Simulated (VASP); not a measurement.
KF, 8 atoms in the cell. It takes space group P6_3mc (No. 186, hexagonal). Conventional cell: a = 4.177 Å, b = 4.177 Å, c = 13.200 Å, α = 90.00°, β = 90.00°, γ = 120.00°. K (site symmetry 3m) has 4 F at 2.53 to 2.54 Å within 3.3 Å. Within 3.3 Å of K (site symmetry 3m) lie 4 F at 2.52 to 2.53 Å. F (site symmetry 3m) has 4 K at 2.53 to 2.54 Å within 3.3 Å. F (site symmetry 3m) has 4 K at 2.52 to 2.53 Å within 3.3 Å. 

* Program: VASP 6.6.1
* Task: single point
* Functional: PBEsol
* Potentials or basis: VASP PAW PBE potentials, release 64 (K_sv, F)
* Cutoff: 520 eV
* k mesh: 6 × 6 × 2
* Occupations: fermi-dirac, width 0.03 eV
* Spin: no spin polarisation
* Dipole correction: no
* Further INCAR settings: ALGO = Normal; EDIFF = 1e-06; NBANDS = 42

Potentials or basis: VASP PAW PBE potentials, release 64 (K_sv, F).

Run with:

```console
$ cat potpaw_PBE.64/K_sv/POTCAR potpaw_PBE.64/F/POTCAR > POTCAR
$ mpirun -np 1 vasp_std > vasp.out
```

Hardware: 1 thread of Intel(R) Xeon(R) Platinum 8488C (Sapphire Rapids), on a shared host.

Q: Estimate the wall time of this run.

A: Run time: 82 s on 1 thread of Intel(R) Xeon(R) Platinum 8488C (Sapphire Rapids), with other jobs on the host, peak memory 0.33 GiB. Counts: scf iterations 15, k points 14.
